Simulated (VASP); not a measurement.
Runs of VASP 6.6.1 on SnSe2. The structure is that of space group P6/mmm (No. 191), or close to it. The cells are those of the table. 

| task | cell | cutoff (eV) | gap on the mesh (eV) | pressure (GPa) |
| --- | --- | --- | --- | --- |
| relaxation of cell and atoms | relaxed from a = 4.060, b = 4.060, c = 4.466 Å, angles 90.0, 90.0, 120.0°, 3 atoms | 600 | none | 0.0 |
| relaxation of cell and atoms | relaxed to 20 GPa from a = 4.060, b = 4.060, c = 4.466 Å, angles 90.0, 90.0, 120.0°, 3 atoms | 600 | none | 20.0 |
| relaxation of cell and atoms | relaxed to 30 GPa from a = 4.060, b = 4.060, c = 4.466 Å, angles 90.0, 90.0, 120.0°, 3 atoms | 600 | none | 30.1 |
| single point | a = 4.832, b = 4.832, c = 3.383 Å, angles 90.0, 90.0, 120.0°, 3 atoms | 520 | none | 0.1 |
| single point | a = 4.533, b = 4.533, c = 2.928 Å, angles 90.0, 90.0, 120.0°, 3 atoms | 520 | none | 30.3 |
| relaxation of cell and atoms | relaxed to 10 GPa from a = 4.060, b = 4.060, c = 4.466 Å, angles 90.0, 90.0, 120.0°, 3 atoms | 600 | none | 10.0 |
| single point | a = 4.689, b = 4.689, c = 3.177 Å, angles 90.0, 90.0, 120.0°, 3 atoms | 520 | none | (a) |
| single point | a = 4.618, b = 4.618, c = 3.004 Å, angles 90.0, 90.0, 120.0°, 3 atoms | 520 | none | 20.2 |

Alike in all rows: level PBEsol; potentials or basis VASP PAW PBE potentials, release 64 (Sn_d, Se); no spin polarisation; k mesh 6 × 6 × 5; smearing gaussian 0.01 eV.

Estimate the missing entries.

(a) 10.1.

Caveats: some runs use coarse meshes; the PAW data sets were made with another functional, which shifts forces and pressure a little; spin-orbit coupling is left out, which moves the levels of the heavy elements; the cell is relaxed towards a set pressure, so the enthalpy falls and the energy may rise (some runs).

A k mesh can miss the band edges, and the runs leave out spin-orbit coupling on Se, Sn.

A gap of «none» marks levels without a gap at the run's occupations.
